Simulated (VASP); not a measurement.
# Rh (Fm-3m) in VASP: notebook, part 2 of 3

VASP 6.6.1. The steps go on from the part before.

### Step 4. Relaxation of cell and atoms, revPBE

This run uses another cell than the first one, of 13.75 Å³/atom, 0.965 times its volume.

The input, INCAR:

```
  PREC = Accurate
  ENCUT = 600
  EDIFF = 1E-7
  ISMEAR = -1
  SIGMA = 0.1
  LREAL = False
  LASPH = True
  NELM = 100
  ALGO = Normal
  ISIF = 3
  LWAVE = False
  LCHARG = False
  GGA = RE
  IBRION = 2
  NSW = 80
  EDIFFG = -0.01
```

The input, KPOINTS:

```
Automatic mesh
0
Gamma
  14 14 14
```

The input, POSCAR:

```
Rh
1.0
    0.0000000000      1.9015500000      1.9015500000
    1.9015500000      0.0000000000      1.9015500000
    1.9015500000      1.9015500000      0.0000000000
Rh
1
Direct
    0.0000000000      0.0000000000      0.0000000000
```

Potentials or basis: VASP PAW PBE potentials, release 64 (Rh_pv).

Launch:

```sh
$ cat potpaw_PBE.64/Rh_pv/POTCAR > POTCAR
$ mpirun -np 1 vasp_std > vasp.out
```

OUTCAR:

```text
PREC = Accurate
   ENCUT = 600
   EDIFF = 1E-7
   ISMEAR = -1
   LREAL = False
   LASPH = True
   NELM = 100
   ISIF = 3
   GGA = RE
   IBRION = 2
   NSW = 80
   EDIFFG = -0.01

 ion  position               nearest neighbor table
   1  0.000  0.000  0.000-

  LATTYP: Found a face centered cubic cell.
 ALAT       =     3.8031000000

  Lattice vectors:

 A1 = (   0.0000000000,   1.9015500000,   1.9015500000)
 A2 = (   1.9015500000,   0.0000000000,   1.9015500000)
 A3 = (   1.9015500000,   1.9015500000,   0.0000000000)

Analysis of symmetry for initial positions (statically):
=====================================================================
 Subroutine PRICEL returns:
 Original cell was already a primitive cell.

 Routine SETGRP: Setting up the symmetry group for a
 face centered cubic supercell.

 Subroutine GETGRP returns: Found 48 space group operations
 (whereof 48 operations were pure point group operations)
 out of a pool of 48 trial point group operations.

The static configuration has the point symmetry O_h .

Analysis of symmetry for dynamics (positions and initial velocities):
=====================================================================
 Subroutine PRICEL returns:
 Original cell was already a primitive cell.

 Routine SETGRP: Setting up the symmetry group for a
 face centered cubic supercell.

 Subroutine GETGRP returns: Found 48 space group operations
 (whereof 48 operations were pure point group operations)
 out of a pool of 48 trial point group operations.

The dynamic configuration has the point symmetry O_h .

 Subroutine INISYM returns: Found 48 space group operations
 (whereof 48 operations are pure point group operations),
 and found     1 'primitive' translations

----------------------------------------------------------------------------------------

                                     Primitive cell

  volume of cell :      13.7516

  direct lattice vectors                    reciprocal lattice vectors
     0.000000000  1.901550000  1.901550000    -0.262943388  0.262943388  0.262943388
     1.901550000  0.000000000  1.901550000     0.262943388 -0.262943388  0.262943388
     1.901550000  1.901550000  0.000000000     0.262943388  0.262943388 -0.262943388

  length of vectors
     2.689197800  2.689197800  2.689197800     0.455431308  0.455431308  0.455431308

  position of ions in fractional coordinates (direct lattice)
     0.000000000  0.000000000  0.000000000

  ion indices of the primitive-cell ions
   primitive index   ion index
                 1           1

----------------------------------------------------------------------------------------

 KPOINTS: Automatic mesh

Automatic generation of k-mesh.
 Grid dimensions read from file:
 generate k-points for:   14   14   14

 Generating k-lattice:

  Cartesian coordinates                     Fractional coordinates (reciprocal lattice)
    -0.018781671  0.018781671  0.018781671     0.071428571  0.000000000  0.000000000
     0.018781671 -0.018781671  0.018781671     0.000000000  0.071428571  0.000000000
     0.018781671  0.018781671 -0.018781671     0.000000000  0.000000000  0.071428571

  Length of vectors
     0.032530808  0.032530808  0.032530808

  Shift w.r.t. Gamma in fractional coordinates (k-lattice)
     0.000000000  0.000000000  0.000000000

 Subroutine IBZKPT returns following result:
 ===========================================

 Found    104 irreducible k-points:

 Following reciprocal coordinates:
            Coordinates               Weight
  0.000000  0.000000  0.000000      1.000000
  0.071429  0.000000  0.000000      8.000000
  0.142857  0.000000  0.000000      8.000000
  0.214286  0.000000  0.000000      8.000000
  0.285714  0.000000  0.000000      8.000000
  0.357143  0.000000  0.000000      8.000000
[... 16 lines left out ...]
  0.214286  0.142857  0.000000     24.000000
  0.285714  0.142857  0.000000     24.000000
 [... further k-points ...]
   k-points           NKPTS =    104   k-points in BZ     NKDIM =    104   number of bands    NBANDS=     11
   number of dos      NEDOS =    301   number of ions     NIONS =      1
   total plane-waves  NPLWV =  13824
   dimension x,y,z NGX =    24 NGY =   24 NGZ =   24
   dimension x,y,z NGXF=    48 NGYF=   48 NGZF=   48
   ions per type =               1
   NGX,Y,Z   is equivalent  to a cutoff of  14.84, 14.84, 14.84 a.u.
   NGXF,Y,Z  is equivalent  to a cutoff of  29.67, 29.67, 29.67 a.u.
 SYSTEM =  unknown system
   PREC   = accura    normal or accurate (medium, high low for compatibility)
   ISTART =      0    job   : 0-new  1-cont  2-samecut
   ICHARG =      2    charge: 1-file 2-atom 10-const
   ISPIN  =      1    spin polarized calculation?
   LNONCOLLINEAR =      F non collinear calculations
   LSORBIT =      F    spin-orbit coupling
   LASPH  =      T    aspherical Exc in radial PAW
   ENCUT  =  600.0 eV  44.10 Ry    6.64 a.u.   5.37  5.37  5.37*2*pi/ulx,y,z
   NELM   =    100;   NELMIN=  2; NELMDL= -5     # of ELM steps
   EDIFF  = 0.1E-06   stopping-criterion for ELM
   LREAL  =      F    real-space projection
   EDIFFG = -.1E-01   stopping-criterion for IOM
   NSW    =     80    number of steps for IOM
   IBRION =      2    ionic relax: 0-MD 1-quasi-New 2-CG
   NFREE  =      1    steps in history (QN), initial steepest desc. (CG)
   ISIF   =      3    stress and relaxation
   ISYM   =      2    0-nonsym 1-usesym 2-fastsym
   POTIM  = 0.5000    time-step for ionic-motion
   TEBEG  =    0.0;   TEEND  =   0.0 temperature during run
   PSTRESS=    0.0 pullay stress
   NELECT =      15.0000    total number of electrons
   NUPDOWN=      -1.0000    fix difference up-down
   EMIN   =  10.00;   EMAX   =-10.00  energy-range for DOS
   EFERMI =   0.00;   METHOD = LEGACY
   ISMEAR =    -1;   SIGMA  =   0.10  broadening in eV -4-tet -1-fermi 0-gaus
   EFERMI_NEDOS =   21; number of points for ismear=-14 and -15
   IALGO  =     38    algorithm
   IMIX   =      4    mixing-type and parameters
     AMIX     =   0.40;   BMIX     =  1.00
     AMIX_MAG =   1.60;   BMIX_MAG =  1.00
  volume/ion in A,a.u.               =      13.75        92.80
  Fermi-wavevector in a.u.,A,eV,Ry     =   1.685211  3.184586 38.639656  2.839935
  Thomas-Fermi vector in A             =   2.768095
   LORBIT       =      0    0 simple, 1 ext, 2 COOP (PROOUT), +10 PAW based schemes
   GGA     = RE    functional components
   LHFCALC =     F    Hartree Fock is set to
   AEXX    =    0.0000 exact exchange contribution
   IVDW    =     0    specifies the selected vdW correction
   LEPSILON=     F    determine dielectric tensor
   LRPA    =     F    only Hartree local field effects (RPA)
 conjugate gradient relaxation of ions
 non-spin polarized calculation
  energy-cutoff  :      600.00
  volume of cell :       13.75
 maximum number of plane-waves:       471
 NGX is ok and might be reduce to    24
   NGX = 11   NGY = 11   NGZ = 11

--------------------------------------- Ionic step        1  -------------------------------------------

 number of electron      15.0000002 magnetization

 Free energy of the ion-electron system (eV)
  ---------------------------------------------------
  ext. energy  EPLUGINS =         0.00000000
  ---------------------------------------------------
  free energy    TOTEN  =        -6.75796987 eV

  energy without entropy =       -6.71494821  energy(sigma->0) =       -6.73645904

------------------------ aborting loop because EDIFF is reached ----------------------------------------

  FORCE on cell =-STRESS in cart. coord.  units (eV):
  Direction    XX          YY          ZZ          XY          YZ          ZX
  --------------------------------------------------------------------------------------
  -------------------------------------------------------------------------------------
  Total        0.8149181      0.8149181      0.8149181     -0.0000000     -0.0000000      0.0000000
  in kB       94.9448261     94.9448261     94.9448261     -0.0000000     -0.0000000      0.0000000
  external PRESSURE =      94.9448261 kB  Pullay stress =       0.0000000 kB
[... 22 lines left out ...]
--------------------------------------- Ionic step        2  -------------------------------------------

 number of electron      15.0000002 magnetization

 E-fermi :   9.9621     XC(G=0): -13.2178

 val. band max:        9.9378730377   @ k =  -0.2857   0.3571   0.0714
 cond. band min:       9.9683896784   @ k =   0.4286   0.2857   0.0714
 fundamental gap:      0.0305166407
 Fermi energy:         9.9621473514

 k-point     1 :       0.0000    0.0000    0.0000
  band No.  band energies     occupation
      1     -36.2043      2.00000
      2     -36.2043      2.00000
      3     -36.2043      2.00000
      4       2.8668      2.00000
      5       7.4093      2.00000
      6       7.4093      2.00000
      7       7.4093      2.00000
      8       9.1361      1.99948
      9       9.1361      1.99948
     10      25.9791      0.00000
     11      30.8124      0.00000
[... 391 lines left out ...]
--------------------------------------- Ionic step        4  -------------------------------------------

 number of electron      14.9999998 magnetization

 Free energy of the ion-electron system (eV)
  ---------------------------------------------------
  ext. energy  EPLUGINS =         0.00000000
  ---------------------------------------------------
  free energy    TOTEN  =        -6.77227231 eV

  energy without entropy =       -6.72610031  energy(sigma->0) =       -6.74918631

 E-fermi :  11.3109     XC(G=0): -13.7256

 val. band max:       11.2838542400   @ k =  -0.2857   0.3571   0.0714
 cond. band min:      11.3165194997   @ k =   0.4286   0.2857   0.0714
 fundamental gap:      0.0326652597
 Fermi energy:        11.3109008939

 k-point     1 :       0.0000    0.0000    0.0000
  band No.  band energies     occupation
      1     -34.9928      2.00000
      2     -34.9928      2.00000
      3     -34.9928      2.00000
      4       3.6477      2.00000
      5       8.4174      2.00000
      6       8.4174      2.00000
      7       8.4174      2.00000
      8      10.3801      1.99982
      9      10.3801      1.99982
     10      27.3349      0.00000
     11      32.0282      0.00000
[... 350 lines left out ...]
  FREE ENERGIE OF THE ION-ELECTRON SYSTEM (eV)
  ---------------------------------------------------
  free  energy   TOTEN  =        -6.7722723063 eV

  energy  without entropy=       -6.7261003098  energy(sigma->0) =       -6.74918631

 reached required accuracy - stopping structural energy minimisation
```

OSZICAR:

```text
N       E                     dE             d eps       ncg     rms          rms(c)
DAV:   1     0.123849422127E+03    0.12385E+03   -0.10150E+04  2288   0.163E+03
DAV:   2    -0.563660548284E+01   -0.12949E+03   -0.12425E+03  2369   0.408E+02
DAV:   3    -0.720329085412E+01   -0.15667E+01   -0.15584E+01  2654   0.509E+01
[... 36 lines left out ...]
DAV:   3    -0.677226902607E+01   -0.10939E-05   -0.55619E-06  2453   0.308E-02    0.122E-02
DAV:   4    -0.677227270197E+01   -0.36759E-05   -0.22602E-06  2432   0.216E-02    0.105E-03
DAV:   5    -0.677227249979E+01    0.20218E-06   -0.53573E-08  1438   0.373E-03    0.498E-04
DAV:   6    -0.677227231192E+01    0.18787E-06   -0.62060E-09  1183   0.135E-03    0.517E-05
DAV:   7    -0.677227230632E+01    0.55975E-08   -0.10649E-09  1180   0.473E-04
   4 F= -.67722723E+01 E0= -.67491863E+01  d E =-.143024E-01
```

CONTCAR:

```text
Rh
   1.00000000000000
    -0.0000000000000000    1.9244578289366170    1.9244578289366170
     1.9244578289366170    0.0000000000000000    1.9244578289366170
     1.9244578289366170    1.9244578289366170    0.0000000000000000
  Rh
     1
Direct
     0.0000000000000000    0.0000000000000000    0.0000000000000000

  0.00000000E+00  0.00000000E+00  0.00000000E+00
```

It took 2.3 min on 1 thread of AMD EPYC, shared host; peak memory 0.13 GiB.

Results:

- Free energy: -6.7723 eV
- Relaxed volume: 14.25 Å³/atom
- Relaxed cell: a = 2.722 Å, b = 2.722 Å, c = 2.722 Å, α = 60.00°, β = 60.00°, γ = 60.00°
- Space group after relaxing (to 0.05 Å): Fm-3m (No. 225)
- Energy gained by relaxing: 14.3 meV/atom
- Ionic steps: 4
- Pressure after relaxing: 0.0 GPa

The path:
```csv
step,energy change (eV),largest force (eV/Å),pressure (GPa),volume (Å³)
1,0.0000,0.0000,9.49,13.75
2,0.0481,0.0000,-15.50,15.44
3,-0.0143,0.0000,-0.24,14.27
4,-0.0143,0.0000,-0.01,14.25
```

Final structure:
```
CELL_PARAMETERS angstrom
0.00000 1.92446 1.92446
1.92446 0.00000 1.92446
1.92446 1.92446 0.00000
ATOMIC_POSITIONS crystal
Rh 0.00000 0.00000 0.00000
```

Caveat: the PAW data sets were made with another functional, which shifts forces and pressure a little. Zero-point motion and thermal expansion aren't in these numbers.

### Step 5. Single point, revPBE, collinear spin, ferromagnetic start (volume scaled by 1.12)

The input, INCAR:

```
SYSTEM = Rh
PREC = Accurate
ENCUT = 520
EDIFF = 1E-6
ISMEAR = -1
SIGMA = 0.05
LREAL = .False.
LASPH = .True.
NELM = 150
ALGO = Normal
ISIF = 2
LWAVE = .False.
LCHARG = .False.
ISPIN = 2
MAGMOM = 1
LORBIT = 11
LMAXMIX = 4
GGA = RE
NBANDS = 18
```

The input, KPOINTS:

```
Automatic mesh
0
Gamma
  23 23 23
  0 0 0
```

The input, POSCAR:

```
Rh
1.0
    0.0000000000      1.9976587316      1.9976587316
    1.9976587316      0.0000000000      1.9976587316
    1.9976587316      1.9976587316      0.0000000000
Rh
1
Direct
    0.0000000000      0.0000000000      0.0000000000
```

Launch:

```sh
$ cat potpaw_PBE.64/Rh_pv/POTCAR > POTCAR
$ mpirun -np 1 vasp_std > vasp.out
```

It took 4.3 min on 1 thread of Intel Xeon 8259CL, shared host; peak memory 0.27 GiB.

It converged, with:

```
Free energy                                           : -6.6351 eV
Pressure                                              : -20.3 GPa
Net moment                                            : 0.00 μB per cell
Valence electrons inside the program's atomic spheres : Rh 13.57
```

Levels at points of the mesh, in eV from the Fermi level:
Spin up:
| k point | band 5 | band 6 | band 7 | band 8 | band 9 | band 10 |
| --- | --- | --- | --- | --- | --- | --- |
| (0.00, 0.00, 0.00) | -2.43 | -2.43 | -2.43 | -0.79 | -0.79 | 16.00 |
Spin down:
| k point | band 5 | band 6 | band 7 | band 8 | band 9 | band 10 |
| --- | --- | --- | --- | --- | --- | --- |
| (0.00, 0.00, 0.00) | -2.43 | -2.43 | -2.43 | -0.79 | -0.79 | 16.00 |

Caveat: the cell differs from its parent crystal (volume scaled by 1.12); the PAW data sets were made with another functional, which shifts forces and pressure a little.

(Part 2 of 3 ends here.)
